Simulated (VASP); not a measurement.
## VH2: relaxation of cell and atoms with LDA

Crystal: VH2.

```
V H
1.0
     0.00000    2.13550    2.13550
     2.13550    0.00000    2.13550
     2.13550    2.13550    0.00000
V H
1 2
Direct
  0.00000 0.00000 0.00000
  0.25000 0.25000 0.25000
  0.75000 0.75000 0.75000
```

| Quantity | Value |
| --- | --- |
| Program | VASP 6.6.1 |
| Task | relaxation of cell and atoms |
| Functional | LDA |
| Potentials or basis | VASP PAW LDA potentials, release 64 (V_sv, H) |
| Cutoff | 600 eV |
| k mesh | 8 × 8 × 8 |
| Occupations | gaussian, width 0.1 eV |
| Spin | no spin polarisation |
| Dipole correction | no |
| Further INCAR settings | ALGO = Normal; EDIFF = 1e-06; IBRION = 2; EDIFFG = -0.05; NSW = 100; ISIF = 3 |

```json
{"Relaxed volume": "5.91 Å³/atom", "Relaxed cell": "a = 2.926 Å, b = 2.926 Å, c = 2.926 Å, α = 60.00°, β = 60.00°, γ = 60.00°", "Space group after relaxing (to 0.05 Å)": "Fm-3m (No. 225)", "Energy gained by relaxing": "31.1 meV/atom", "Ionic steps": "2", "Pressure after relaxing": "-0.1 GPa"}
```

Step by step:
```csv
step,energy change (eV),largest force (eV/Å),pressure (GPa),volume (Å³)
1,0.0000,0.0000,-15.87,19.48
2,-0.0934,0.0000,-0.09,17.72
```

Final structure:
```xyz
3
Lattice="0.0000 2.0692 2.0692 2.0692 0.0000 2.0692 2.0692 2.0692 0.0000" Properties=species:S:1:pos:R:3 pbc="T T T"
V     0.0000    0.0000    0.0000
H     1.0346    1.0346    1.0346
H     3.1039    3.1039    3.1039
```

Levels at points of the mesh, in eV from the Fermi level:
```csv
k point,band 4,band 5,band 6,band 7,band 8,band 9,band 10,band 11
"(0.00, 0.00, 0.00)",-37.81,-11.79,-1.09,-1.09,-1.09,0.82,0.82,1.46
"(0.50, 0.00, 0.00)",-37.87,-8.19,-5.58,-0.96,-0.96,1.66,1.66,4.70
"(0.50, 0.50, 0.00)",-37.97,-6.76,-5.54,-3.93,1.77,1.78,1.78,7.55
```

It took 3.5 s on 1 thread of Intel(R) Xeon(R) 6975P-C (Granite Rapids), with other jobs on the host, peak memory 0.13 GiB.

LDA usually gives volumes a few per cent too small. Zero-point motion and thermal expansion aren't in these numbers.
